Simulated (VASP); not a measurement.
Runs of VASP 6.6.1 on SiAu3. The structure is that of space group Fm-3m (No. 225), or close to it. The cells are those of the table. 

```tsv
cell	gap on the mesh (eV)	pressure (GPa)
a = 4.767 Å, angles 60.0°, 4 atoms	none	-8.0
a = 4.519 Å, angles 60.0°, 4 atoms	none	11.3
a = 4.584 Å, angles 60.0°, 4 atoms	none	(a)
a = 4.708 Å, angles 60.0°, 4 atoms	none	-5.0
a = 4.453 Å, angles 60.0°, 4 atoms	none	20.3
a = 4.826 Å, angles 60.0°, 4 atoms	none	(b)
```

Alike in all rows: task single point; level PBE; potentials or basis VASP PAW PBE potentials, release 64 (Si, Au); no spin polarisation; k mesh 6 × 6 × 6; cutoff (eV) 520; smearing fermi-dirac 0.1 eV.

**Question.** Fill in the values left out.

**Answer.** (a) 4.4; (b) -10.4.

Caveats: spin-orbit coupling is left out, which moves the levels of the heavy elements; the cell stands under tension (at least some runs); the cell stands under pressure (at least some runs).

A k mesh can miss the band edges, and the runs leave out spin-orbit coupling on Au.

A gap of «none» marks levels without a gap at the run's occupations.
